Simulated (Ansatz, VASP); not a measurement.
## CdS in VASP and in Ansatz

```xyz
2
Lattice="0.0000 2.9633 2.9633 2.9633 0.0000 2.9633 2.9633 2.9633 0.0000" Properties=species:S:1:pos:R:3 pbc="T T T"
Cd    0.0000    0.0000    0.0000
S     4.4450    4.4450    4.4450
```

Alike in both runs: task single point; functional PBE; k mesh 8 × 8 × 8; occupations gaussian, width 0.02 eV; no spin polarisation.

|  | VASP | Ansatz |
| --- | --- | --- |
| version | VASP 6.6.1 | Ansatz 0.2.0 |
| potentials or method | VASP PAW PBE potentials, release 64 (Cd, S), cutoff 500 eV | scalar-relativistic, plane waves, PAW |
| valence electrons in the cell | 18 | 26 |

VASP gave:

```
gap on the k mesh at the Fermi level (eV) : 1.04
least direct gap on the mesh (eV)         : 1.04
pressure (GPa)                            : 0.3
```

Task: What did Ansatz give for the same quantities?

Result: gap on the k mesh at the Fermi level (eV): 1.04; least direct gap on the mesh (eV): 1.04; pressure (GPa): 0.0.

With one functional, cell and mesh, what is left measures potentials, basis and numerics. VASP's potentials hold 18 valence electrons a cell and Ansatz's 26, so a difference there can come from the potentials and not from the codes.
